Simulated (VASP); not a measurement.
Set up this calculation in VASP 6.6.1, as the native input.

- Task: single point
- Functional: PBE
- Potentials or basis: VASP PAW PBE potentials, release 64 (Rb_sv, Br)
- Cutoff: 520 eV
- k mesh: 4 × 4 × 4
- Occupations: gaussian, width 0.1 eV
- Spin: no spin polarisation
- Dipole correction: no
- Further INCAR settings: ALGO = Normal; EDIFF = 1e-06; NBANDS = 24

The structure of RbBr lies in POSCAR:

```
RbBr
1.0
    4.9583355308      0.0000000000      0.1954249273
    0.0000000000      4.9986247806      0.0000000000
   -0.1988018658      0.0000000000      7.0266041549
Rb Br
2 2
Direct
    0.2543395796      0.2500000000      0.2496313432
    0.7456604204      0.7500000000      0.7503686568
    0.2473956511      0.2500000000      0.7498409305
    0.7526043489      0.7500000000      0.2501590695
```

These files were run (other wordings do the same):

INCAR

```
SYSTEM = RbBr
PREC     = Accurate       ! precision mode
ENCUT    = 520            ! plane-wave cutoff, eV
EDIFF    = 1E-6           ! SCF threshold, eV
ISMEAR   = 0              ! smearing method
SIGMA    = 0.1            ! smearing width, eV
LREAL    = .False.        ! projectors in reciprocal space
LASPH    = .True.         ! aspherical terms in the spheres
NELM     = 60             ! most SCF steps
ALGO     = Normal         ! electronic algorithm
ISIF     = 2              ! what is computed and relaxed
LWAVE    = .False.        ! write WAVECAR
LCHARG   = .False.        ! write CHGCAR
GGA      = PE             ! functional
NBANDS   = 24             ! bands
```

KPOINTS

```
regular mesh
0
Gamma
  4 4 4
  0 0 0
```

Potentials or basis: VASP PAW PBE potentials, release 64 (Rb_sv, Br).

Command:

```bash
$ cat potpaw_PBE.64/Rb_sv/POTCAR potpaw_PBE.64/Br/POTCAR > POTCAR
$ mpirun -np 1 vasp_std > vasp.out
```

It gave:

| Item | Value |
| --- | --- |
| Pressure | -0.1 GPa |
| Largest force | 0.014 eV/Å |
| Band gap on the k mesh | 4.16 eV |

Wall time 80 s on 1 thread of Intel(R) Xeon(R) 6975P-C (Granite Rapids), on a shared host, peak memory 0.33 GiB.
